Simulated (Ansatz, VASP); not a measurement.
## One calculation of Mg2Cd3Te5, two programs

```
Mg Cd Te
1.0
    -2.33326    4.04369   -0.00038
    -4.66505    0.00087    0.00061
    -2.33560    1.34325   18.88570
Mg Cd Te
2 3 5
Direct
  0.00119 0.99773 0.00056
  0.79828 0.80145 0.60188
  0.60117 0.60083 0.19842
  0.19940 0.19941 0.40114
  0.39974 0.39981 0.79958
  0.65226 0.64923 0.04663
  0.25053 0.25043 0.24976
  0.84877 0.84913 0.45266
  0.44948 0.45276 0.64797
  0.04918 0.04921 0.85140
```

Change from the starting cell: cell x1, atoms moved at random (sigma 0.1 Å) and cell strained at random (1.5 %), then relaxed without symmetry.

Alike in both runs: functional PBE; k mesh 4 × 4 × 4; occupations gaussian, width 0.1 eV; no spin polarisation.

Ansatz relaxed the structure, and its values are those at the end. VASP's run is a single point on that final structure, the one shown.

|  | VASP | Ansatz |
| --- | --- | --- |
| version | VASP 6.6.1 | Ansatz 0.2.0 |
| potentials or method | VASP PAW PBE potentials, release 64 (Mg, Cd, Te), cutoff 520 eV | scalar-relativistic, plane waves, PAW |
| valence electrons in the cell | 70 | 160 |

Ansatz gave:

```
gap on the k mesh at the Fermi level (eV) : 1.05
least direct gap on the mesh (eV)         : 1.05
pressure (GPa)                            : 0.0
rms of the force components (eV/Å)        : 0.001
```

Task: Which values does VASP return?

Result: gap on the k mesh at the Fermi level (eV): 1.05; least direct gap on the mesh (eV): 1.05; pressure (GPa): 0.0; rms of the force components (eV/Å): 0.005.

VASP's potentials hold 70 valence electrons a cell and Ansatz's 160, so a difference there can come from the potentials and not from the codes.

Spin-orbit coupling is off throughout.
